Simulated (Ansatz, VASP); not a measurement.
# PtS2 in VASP and in Ansatz

File INCAR:

```
SYSTEM = PtS2
  PREC = Accurate
  ENCUT = 600
  EDIFF = 1E-7
  ISMEAR = 0
  SIGMA = 0.01
  LREAL = .False.
  LASPH = .True.
  NELM = 100
  ALGO = Normal
  ISIF = 3
  LWAVE = .False.
  LCHARG = .False.
  GGA = PE
  IVDW = 12
  IBRION = 2
  NSW = 100
  EDIFFG = -0.002
```

KPOINTS

```
Automatic mesh
0
Gamma
  12 12 8
  0 0 0
```

POSCAR

```
PtS2
1.0
    3.5779759506      0.0000000000      0.0000000000
   -1.7889879753      3.0986180673      0.0000000000
    0.0000000000      0.0000000000      4.7577695323
Pt S
1 2
Direct
    0.0000000000      0.0000000000      0.0000000000
    0.3333333333      0.6666666667      0.2546080475
    0.6666666667      0.3333333333      0.7453919525
```

Input for Ansatz:

```yaml
crystal:
  lattice:
    - [3.5779759506, 0.0, 0.0]
    - [-1.7889879753, 3.0986180673, 0.0]
    - [0.0, 0.0, 4.7577695323]
  atoms:
    - { symbol: Pt, position: [0.0, 0.0, 0.0] }
    - { symbol: S, position: [0.3333333333, 0.6666666667, 0.2546080475] }
    - { symbol: S, position: [0.6666666667, 0.3333333333, 0.7453919525] }
basis:
  ecutwfc: 420
kpoints:
  mp_grid: { grid: [12, 12, 8] }
hamiltonian:
  xc: pbe
  dispersion: d3bj
  pseudopotentials: { kind: paw }
scf:
  occupations: { method: gaussian, width: 0.01 }
output:
  forces: true
  stress: true
  eigenvalues: true
  write_density: true
  write_potential: true
  elf: true
  volumetric_format: npy
relax:
  adjacent_minimum: "off"
  f_tol: 0.002
  max_steps: 80
  cell: { stress_tol: 0.02 }
```

Alike in both runs: task relaxation of cell and atoms; functional PBE; dispersion D3(BJ); k mesh 12 × 12 × 8; occupations gaussian, width 0.01 eV; no spin polarisation.

|  | VASP | Ansatz |
| --- | --- | --- |
| version | VASP 6.6.1 | Ansatz 0.2.0 |
| potentials or method | VASP PAW PBE potentials, release 64 (Pt, S), cutoff 600 eV | scalar-relativistic, plane waves, PAW |
| valence electrons in the cell | 22 | 30 |

Ansatz gave:

```
gap on the k mesh at the Fermi level, each at its own relaxed structure (eV) : 0.06
relaxed volume (Å³/atom)                                                     : 17.29
relaxed cell length with the largest relative difference (Å)                 : 4.664
```

What did VASP give for the same quantities?

gap on the k mesh at the Fermi level, each at its own relaxed structure (eV): 0.10; relaxed volume (Å³/atom): 17.29; relaxed cell length with the largest relative difference (Å): 4.675.

VASP's potentials hold 22 valence electrons a cell and Ansatz's 30, so a difference there can come from the potentials and not from the codes.

Spin-orbit coupling is off throughout.
